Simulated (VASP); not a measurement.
# Zr (Im-3m) in VASP: notebook

The runs below take Zr through single point, with PBE.

Program: VASP 6.6.1. These are calculated values, not measurements. Logs are shortened: lines on timing, memory, paths and dates and some standing lists are left out, and cuts for length are marked.

## 1. The cell of the first run

The structure is cubic, space group Im-3m (No. 229). The conventional cell has a = 2.634 Å, b = 2.634 Å, c = 2.634 Å, α = 90.00°, β = 90.00°, γ = 90.00°. Within 3.0 Å of Zr (site symmetry m-3m) lie 14 Zr at 2.28 to 2.63 Å.

## 2. Single point, PBE (volume scaled by 0.4)

Input file INCAR:

```
ALGO = Normal
EDIFF = 1E-6
ENCUT = 520
GGA = PE
ISIF = 2
ISMEAR = -1
LASPH = True
LCHARG = False
LREAL = False
LWAVE = False
NBANDS = 12
NELM = 80
PREC = Accurate
SIGMA = 0.05
```

Input file KPOINTS:

```
k-points
0
Gamma
  16 16 16
```

Input file POSCAR:

```
Zr
1.0
   -1.3172023999      1.3172023999      1.3172023999
    1.3172023999     -1.3172023999      1.3172023999
    1.3172023999      1.3172023999     -1.3172023999
Zr
1
Direct
    0.0000000000      0.0000000000      0.0000000000
```

Potentials or basis: VASP PAW PBE potentials, release 64 (Zr_sv).

Launch:

```sh
$ cat potpaw_PBE.64/Zr_sv/POTCAR > POTCAR
$ mpirun -np 1 vasp_std > vasp.out
```

OUTCAR:

```text
EDIFF = 1E-6
   ENCUT = 520
   GGA = PE
   ISIF = 2
   ISMEAR = -1
   LASPH = True
   LREAL = False
   NELM = 80
   PREC = Accurate

 ion  position               nearest neighbor table
   1  0.000  0.000  0.000-

  LATTYP: Found a body centered cubic cell.
 ALAT       =     2.6344047998

  Lattice vectors:

 A1 = (  -1.3172023999,   1.3172023999,   1.3172023999)
 A2 = (   1.3172023999,  -1.3172023999,   1.3172023999)
 A3 = (   1.3172023999,   1.3172023999,  -1.3172023999)

Analysis of symmetry for initial positions (statically):
=====================================================================
 Subroutine PRICEL returns:
 Original cell was already a primitive cell.

 Routine SETGRP: Setting up the symmetry group for a
 body centered cubic supercell.

 Subroutine GETGRP returns: Found 48 space group operations
 (whereof 48 operations were pure point group operations)
 out of a pool of 48 trial point group operations.

The static configuration has the point symmetry O_h .

Analysis of symmetry for dynamics (positions and initial velocities):
=====================================================================
 Subroutine PRICEL returns:
 Original cell was already a primitive cell.

 Routine SETGRP: Setting up the symmetry group for a
 body centered cubic supercell.

 Subroutine GETGRP returns: Found 48 space group operations
 (whereof 48 operations were pure point group operations)
 out of a pool of 48 trial point group operations.

The dynamic configuration has the point symmetry O_h .

 Subroutine INISYM returns: Found 48 space group operations
 (whereof 48 operations are pure point group operations),
 and found     1 'primitive' translations

----------------------------------------------------------------------------------------

                                     Primitive cell

  volume of cell :       9.1415

  direct lattice vectors                    reciprocal lattice vectors
    -1.317202400  1.317202400  1.317202400     0.000000000  0.379592385  0.379592385
     1.317202400 -1.317202400  1.317202400     0.379592385  0.000000000  0.379592385
     1.317202400  1.317202400 -1.317202400     0.379592385  0.379592385  0.000000000

  length of vectors
     2.281461480  2.281461480  2.281461480     0.536824698  0.536824698  0.536824698

  position of ions in fractional coordinates (direct lattice)
     0.000000000  0.000000000  0.000000000

  ion indices of the primitive-cell ions
   primitive index   ion index
                 1           1

----------------------------------------------------------------------------------------

 KPOINTS: k-points

Automatic generation of k-mesh.
 Grid dimensions read from file:
 generate k-points for:   16   16   16

 Generating k-lattice:

  Cartesian coordinates                     Fractional coordinates (reciprocal lattice)
     0.000000000  0.023724524  0.023724524     0.062500000  0.000000000  0.000000000
     0.023724524  0.000000000  0.023724524     0.000000000  0.062500000  0.000000000
     0.023724524  0.023724524  0.000000000     0.000000000  0.000000000  0.062500000

  Length of vectors
     0.033551544  0.033551544  0.033551544

  Shift w.r.t. Gamma in fractional coordinates (k-lattice)
     0.000000000  0.000000000  0.000000000

 Subroutine IBZKPT returns following result:
 ===========================================

 Found    145 irreducible k-points:

 Following reciprocal coordinates:
            Coordinates               Weight
  0.000000  0.000000  0.000000      1.000000
  0.062500  0.000000  0.000000     12.000000
  0.125000  0.000000  0.000000     12.000000
  0.187500  0.000000  0.000000     12.000000
  0.250000  0.000000  0.000000     12.000000
  0.312500  0.000000  0.000000     12.000000
[... 16 lines left out ...]
  0.187500  0.187500  0.000000     24.000000
  0.250000  0.187500 -0.000000     48.000000
 [... further k-points ...]
   k-points           NKPTS =    145   k-points in BZ     NKDIM =    145   number of bands    NBANDS=     12
   number of dos      NEDOS =    301   number of ions     NIONS =      1
   total plane-waves  NPLWV =   5832
   dimension x,y,z NGX =    18 NGY =   18 NGZ =   18
   dimension x,y,z NGXF=    36 NGYF=   36 NGZF=   36
   ions per type =               1
   NGX,Y,Z   is equivalent  to a cutoff of  13.12, 13.12, 13.12 a.u.
   NGXF,Y,Z  is equivalent  to a cutoff of  26.23, 26.23, 26.23 a.u.
 SYSTEM =  unknown system
   PREC   = accura    normal or accurate (medium, high low for compatibility)
   ISTART =      0    job   : 0-new  1-cont  2-samecut
   ICHARG =      2    charge: 1-file 2-atom 10-const
   ISPIN  =      1    spin polarized calculation?
   LNONCOLLINEAR =      F non collinear calculations
   LSORBIT =      F    spin-orbit coupling
   LASPH  =      T    aspherical Exc in radial PAW
   ENCUT  =  520.0 eV  38.22 Ry    6.18 a.u.   4.24  4.24  4.24*2*pi/ulx,y,z
   NELM   =     80;   NELMIN=  2; NELMDL= -5     # of ELM steps
   EDIFF  = 0.1E-05   stopping-criterion for ELM
   LREAL  =      F    real-space projection
   EDIFFG = 0.1E-04   stopping-criterion for IOM
   NSW    =      0    number of steps for IOM
   IBRION =     -1    ionic relax: 0-MD 1-quasi-New 2-CG
   NFREE  =      0    steps in history (QN), initial steepest desc. (CG)
   ISIF   =      2    stress and relaxation
   ISYM   =      2    0-nonsym 1-usesym 2-fastsym
   POTIM  = 0.5000    time-step for ionic-motion
   TEBEG  =    0.0;   TEEND  =   0.0 temperature during run
   PSTRESS=    0.0 pullay stress
   NELECT =      12.0000    total number of electrons
   NUPDOWN=      -1.0000    fix difference up-down
   EMIN   =  10.00;   EMAX   =-10.00  energy-range for DOS
   EFERMI =   0.00;   METHOD = LEGACY
   ISMEAR =    -1;   SIGMA  =   0.05  broadening in eV -4-tet -1-fermi 0-gaus
   EFERMI_NEDOS =   21; number of points for ismear=-14 and -15
   IALGO  =     38    algorithm
   IMIX   =      4    mixing-type and parameters
     AMIX     =   0.40;   BMIX     =  1.00
     AMIX_MAG =   1.60;   BMIX_MAG =  1.00
  volume/ion in A,a.u.               =       9.14        61.69
  Fermi-wavevector in a.u.,A,eV,Ry     =   1.792515  3.387362 43.717003  3.213109
  Thomas-Fermi vector in A             =   2.854863
   LORBIT       =      0    0 simple, 1 ext, 2 COOP (PROOUT), +10 PAW based schemes
   GGA     = PE    functional components
   LHFCALC =     F    Hartree Fock is set to
   AEXX    =    0.0000 exact exchange contribution
   IVDW    =     0    specifies the selected vdW correction
   LEPSILON=     F    determine dielectric tensor
   LRPA    =     F    only Hartree local field effects (RPA)
 non-spin polarized calculation
  energy-cutoff  :      520.00
  volume of cell :        9.14
 maximum number of plane-waves:       253
 NGX is ok and might be reduce to    18
   NGX =  9   NGY =  9   NGZ =  9

 number of electron      12.0000000 magnetization

 Free energy of the ion-electron system (eV)
  ---------------------------------------------------
  ext. energy  EPLUGINS =         0.00000000
  ---------------------------------------------------
  free energy    TOTEN  =        -0.27117840 eV

  energy without entropy =       -0.26794399  energy(sigma->0) =       -0.26956120

 E-fermi :  24.0521     XC(G=0): -16.1777

 val. band max:       23.9948254050   @ k =   0.0625   0.0625   0.0000
 cond. band min:      24.0587285359   @ k =   0.2500   0.2500   0.1875
 fundamental gap:      0.0639031308
 Fermi energy:        24.0521438315

 k-point     1 :       0.0000    0.0000    0.0000
  band No.  band energies     occupation
      1     -27.4426      2.00000
      2       1.8426      2.00000
      3       1.8426      2.00000
      4       1.8426      2.00000
      5      22.5879      2.00000
      6      24.4397      0.00086
      7      24.4397      0.00086
      8      24.4397      0.00086
      9      30.3197      0.00000
     10      30.3197      0.00000
     11      38.3467      0.00000
     12      38.3467      0.00000

 k-point     2 :       0.0625    0.0000    0.0000
  band No.  band energies     occupation
      1     -27.3410      2.00000
      2       1.3647      2.00000
      3       1.6931      2.00000
      4       1.8256      2.00000
      5      22.9565      2.00000
      6      24.1185      0.41903
      7      24.4350      0.00094
      8      24.8677      0.00000
      9      29.6081      0.00000
     10      30.2137      0.00000
     11      38.8419      0.00000
     12      38.9915      0.00000

 k-point     3 :       0.1250    0.0000    0.0000
  band No.  band energies     occupation
      1     -27.0424      2.00000
      2       0.0857      2.00000
      3       1.2869      2.00000
      4       1.7768      2.00000
      5      22.8876      2.00000
      6      23.3131      2.00000
      7      25.2690      0.00000
      8      26.1068      0.00000
      9      28.7544      0.00000
     10      30.0246      0.00000
     11      40.1423      0.00000
     12      40.7682      0.00000

 k-point     4 :       0.1875    0.0000    0.0000
  band No.  band energies     occupation
      1     -26.5663      2.00000
      2      -1.6706      2.00000
      3       0.7251      2.00000
      4       1.7023      2.00000
      5      21.6931      2.00000
      6      22.3133      2.00000
      7      27.1337      0.00000
      8      28.0447      0.00000
      9      28.9182      0.00000
     10      29.9741      0.00000
     11      41.7711      0.00000
     12      43.3862      0.00000

 k-point     5 :       0.2500    0.0000    0.0000
  band No.  band energies     occupation
      1     -25.9504      2.00000
      2      -3.5972      2.00000
      3       0.1203      2.00000
      4       1.6122      2.00000
      5      20.2605      2.00000
      6      21.3349      2.00000
      7      28.5633      0.00000
      8      30.2071      0.00000
      9      30.5448      0.00000
     10      30.6069      0.00000
     11      42.7703      0.00000
     12      46.6281      0.00000

 k-point     6 :       0.3125    0.0000    0.0000
  band No.  band energies     occupation
      1     -25.2591      2.00000
      2      -5.4474      2.00000
      3      -0.4340      2.00000
      4       1.5199      2.00000
      5      18.9961      2.00000
      6      20.4999      2.00000
      7      29.6362      0.00000
      8      30.7821      0.00000
      9      32.9865      0.00000
     10      33.4611      0.00000
     11      41.9804      0.00000
     12      50.3686      0.00000

 k-point     7 :       0.3750    0.0000    0.0000
  band No.  band energies     occupation
      1     -24.5937      2.00000
      2      -7.0063      2.00000
      3      -0.8713      2.00000
      4       1.4401      2.00000
      5      18.0470      2.00000
      6      19.8722      2.00000
      7      30.7534      0.00000
      8      31.6870      0.00000
      9      34.9029      0.00000
     10      36.5953      0.00000
     11      40.0588      0.00000
     12      49.8813      0.00000

 k-point     8 :       0.4375    0.0000    0.0000
  band No.  band energies     occupation
      1     -24.0947      2.00000
      2      -8.0657      2.00000
      3      -1.1491      2.00000
      4       1.3860      2.00000
      5      17.4657      2.00000
      6      19.4850      2.00000
      7      31.7551      0.00000
      8      32.7874      0.00000
      9      35.7910      0.00000
     10      38.1277      0.00000
     11      39.5033      0.00000
     12      50.7890      0.00000
[... 166 lines left out ...]
 k-point    20 :       0.3125    0.1250    0.0000
  band No.  band energies     occupation
      1     -24.4105      2.00000
      2      -6.8201      2.00000
      3      -1.6504      2.00000
      4       0.8473      2.00000
      5      19.0749      2.00000
      6      20.8680      2.00000
      7      28.4994      0.00000
      8      31.5616      0.00000
      9      34.2902      0.00000
     10      38.7336      0.00000
     11      42.2238      0.00000
     12      49.2000      0.00000

 k-point    21 :       0.3750    0.1250    0.0000
  band No.  band energies     occupation
      1     -23.9420      2.00000
      2      -7.7477      2.00000
      3      -2.0247      2.00000
      4       0.7712      2.00000
      5      18.5780      2.00000
      6      20.6179      2.00000
      7      29.5698      0.00000
      8      31.6974      0.00000
      9      35.9351      0.00000
     10      39.7536      0.00000
     11      42.0991      0.00000
     12      50.8077      0.00000

 k-point    22 :       0.4375    0.1250   -0.0000
  band No.  band energies     occupation
      1     -23.7663      2.00000
      2      -8.0817      2.00000
      3      -2.1518      2.00000
      4       0.7447      2.00000
      5      18.4090      2.00000
      6      20.5347      2.00000
      7      30.5811      0.00000
      8      30.9408      0.00000
      9      36.8301      0.00000
     10      40.0357      0.00000
     11      42.1670      0.00000
     12      50.2420      0.00000

 k-point    23 :       0.1875    0.1875    0.0000
  band No.  band energies     occupation
      1     -25.1026      2.00000
      2      -5.1137      2.00000
      3      -1.2367      2.00000
      4       0.8316      2.00000
      5      20.3427      2.00000
      6      21.9097      2.00000
      7      27.2474      0.00000
      8      28.4478      0.00000
      9      33.4344      0.00000
     10      36.8786      0.00000
     11      44.6526      0.00000
     12      44.8665      0.00000

 k-point    24 :       0.2500    0.1875   -0.0000
  band No.  band energies     occupation
      1     -24.4882      2.00000
      2      -6.2021      2.00000
      3      -2.1690      2.00000
      4       0.6411      2.00000
      5      19.8332      2.00000
      6      21.8702      2.00000
      7      27.8054      0.00000
      8      29.5974      0.00000
      9      34.2090      0.00000
     10      39.2758      0.00000
     11      44.2159      0.00000
     12      47.0741      0.00000

 [... further k-points ...]
[... 5 lines left out ...]
  --------------------------------------------------------------------------------------
  -------------------------------------------------------------------------------------
  Total       23.4511571     23.4511571     23.4511571      0.0000000      0.0000000     -0.0000000
  in kB     4110.1467408   4110.1467408   4110.1467408      0.0000000      0.0000000     -0.0000000
  external PRESSURE =    4110.1467408 kB  Pullay stress =       0.0000000 kB

 VOLUME and BASIS-vectors are now :
 -----------------------------------------------------------------------------
  energy-cutoff  :      520.00
  volume of cell :        9.14
      direct lattice vectors                 reciprocal lattice vectors
    -1.317202400  1.317202400  1.317202400     0.000000000  0.379592385  0.379592385
     1.317202400 -1.317202400  1.317202400     0.379592385  0.000000000  0.379592385
     1.317202400  1.317202400 -1.317202400     0.379592385  0.379592385  0.000000000

 POSITION                                       TOTAL-FORCE (eV/Angst)
 -----------------------------------------------------------------------------------
      0.00000      0.00000      0.00000        -0.000000      0.000000      0.000000
 -----------------------------------------------------------------------------------
    total drift:                                0.000000      0.000000     -0.000000

  FREE ENERGIE OF THE ION-ELECTRON SYSTEM (eV)
  ---------------------------------------------------
  free  energy   TOTEN  =        -0.2711784024 eV

  energy  without entropy=       -0.2679439936  energy(sigma->0) =       -0.26956120
```

Run time: 16 s. Hardware: 1 thread of Intel Xeon 8259CL, shared host; peak memory 0.13 GiB.

What came out:

```yaml
Free_energy: -0.2712 eV
Pressure: 411.0 GPa
Band_gap_on_the_k_mesh: zero (band 6 reaches 26.44 eV, above the bottom of band 7 at 21.38 eV)
```

Levels at points of the mesh, in eV from the Fermi level:
```csv
k point,band 2,band 3,band 4,band 5,band 6,band 7,band 8,band 9,band 10,band 11
"(0.00, 0.00, 0.00)",-22.21,-22.21,-22.21,-1.46,0.39,0.39,0.39,6.27,6.27,14.29
"(0.50, 0.00, 0.00)",-32.50,-25.30,-22.69,-6.78,-4.70,8.15,9.40,11.88,13.10,16.86
"(0.50, 0.50, 0.50)",-28.84,-28.84,-28.84,-9.95,-9.95,14.05,14.05,14.05,19.32,19.32
```

(Continued in part 2 of 2.)
